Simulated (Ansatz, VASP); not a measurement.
## Ge: VASP beside Ansatz

File INCAR:

```
SYSTEM = Ge
PREC = Accurate ; ENCUT = 520
EDIFF = 1E-8 ; ISMEAR = -1
SIGMA = 0.05 ; LREAL = .FALSE.
LASPH = .TRUE. ; NELM = 60
ALGO = Normal ; ISIF = 2
LWAVE = .FALSE. ; LCHARG = .FALSE.
GGA = PS ; LEFG = .TRUE.
NBANDS = 21
```

File KPOINTS:

```
regular mesh
0
G
  11 11 11
  0 0 0
```

POSCAR

```
Ge
1.0
    0.0000000000      2.8287700000      2.7721946000
    2.8287700000      0.0000000000      2.7721946000
    2.8287700000      2.8287700000      0.0000000000
Ge
2
Direct
    0.5000000000      0.5000000000      0.5000000000
    0.7500000000      0.7500000000      0.7500000000
```

Input for Ansatz:

```yaml
crystal:
  lattice:
    - [0.0, 2.82877, 2.7721946]
    - [2.82877, 0.0, 2.7721946]
    - [2.82877, 2.82877, 0.0]
  atoms:
    - { symbol: Ge, position: [0.5, 0.5, 0.5] }
    - { symbol: Ge, position: [0.75, 0.75, 0.75] }
kpoints:
  mp_grid: { grid: [11, 11, 11] }
scf:
  occupations: { method: fermi_dirac, width: 0.05 }
hamiltonian:
  xc: pbesol
  pseudopotentials: { kind: all_electron, datasets: crystal }
output:
  forces: true
  stress: true
  eigenvalues: true
  efg: { contact_densities: true }
```

Change from the starting cell: zz strain of -2 %, crystal datasets.

Alike in both runs: task electric field gradients; functional PBEsol; k mesh 11 × 11 × 11; occupations fermi-dirac, width 0.05 eV; no spin polarisation.

|  | VASP | Ansatz |
| --- | --- | --- |
| version | VASP 6.6.1 | Ansatz 0.2.0 |
| potentials or method | VASP PAW PBE potentials, release 64 (Ge_d), cutoff 520 eV | all-electron PAW with datasets made for the crystal, scalar-relativistic |

VASP gave:

```
pressure (GPa)                                                : 2.1
traceless stress, the component that is largest in VASP (GPa) : 0.94
size of Vzz on the site where it differs most (V/Å²)          : 0.8
```

Estimate Ansatz's values.

pressure (GPa): 2.1; traceless stress, the component that is largest in VASP (GPa): 0.94; size of Vzz on the site where it differs most (V/Å²): 1.0.

VASP's potentials were made for PBE, not for PBEsol. Ansatz ran all-electron here, and VASP with PAW potentials.
